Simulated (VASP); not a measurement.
Here is a VASP 6.6.1 calculation.

File INCAR:

```
SYSTEM = Re
ALGO = Fast ; EDIFF = 1E-6
ENCUT = 520 ; GGA = PS
ISIF = 2 ; ISMEAR = 0
LASPH = .True. ; LCHARG = .False.
LREAL = .False. ; LWAVE = .False.
NBANDS = 14 ; NELM = 100
PREC = Accurate ; SIGMA = 0.15
```

File KPOINTS:

```
k-points
0
Gamma
  18 18 10
  0 0 0
```

POSCAR

```
Re
1.0
    2.8878000000      0.0000000000      0.0000000000
   -1.4439000000      2.5009081610      0.0000000000
    0.0000000000      0.0000000000      3.9101000000
Re
2
Direct
    0.3333333333      0.6666666667      0.2500000000
    0.6666666667      0.3333333333      0.7500000000
```

Potentials or basis: VASP PAW PBE potentials, release 64 (Re).

Launch:

```sh
$ cat potpaw_PBE.64/Re/POTCAR > POTCAR
$ mpirun -np 1 vasp_std > vasp.out
```

**Question.** Predict the band gap on the k mesh.

**Answer.** Zero (bands 7 and 8 overlap by 3.12 eV).

**Question.** What does it give for the pressure?

**Answer.** 23.6 GPa.

Stress tensor (GPa, compression positive):
```
 3.00  0.00  0.00
 0.00  3.00  0.00
 0.00  0.00 64.83
```

Caveat: the cell stands under pressure; the PAW data sets were made with another functional, which shifts forces and pressure a little; spin-orbit coupling is left out, which moves the levels of the heavy elements.
